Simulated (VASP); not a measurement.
SnO:

```
Sn O
1.0
     3.30311    0.00000    0.00000
     0.00000    5.75771    0.00000
     0.00000    0.00000    4.00081
Sn O
2 2
Direct
  0.00000 0.22944 0.51726
  0.50000 0.77056 0.01726
  0.00000 0.89353 0.73274
  0.50000 0.10647 0.23274
```

Program: VASP 6.6.1. Alike in all runs: task single point; potentials or basis VASP PAW PBE potentials, release 64 (Sn_d, O); no spin polarisation; cell as given; cutoff (eV) 520; smearing gaussian 0.01 eV. Hardware: 1 thread of Intel(R) Xeon(R) Platinum 8375C CPU @ 2.90GHz (Ice Lake), on a shared host.

Problem. Order these runs on this cell by their wall time, lowest first.
A. level r2SCAN; k mesh 6 × 4 × 6
B. level PBE; k mesh 4 × 2 × 4
C. level r2SCAN; k mesh 4 × 2 × 4

Solution. B (33 s), C (100 s), A (250 s).

Caveats: some runs use coarse meshes.
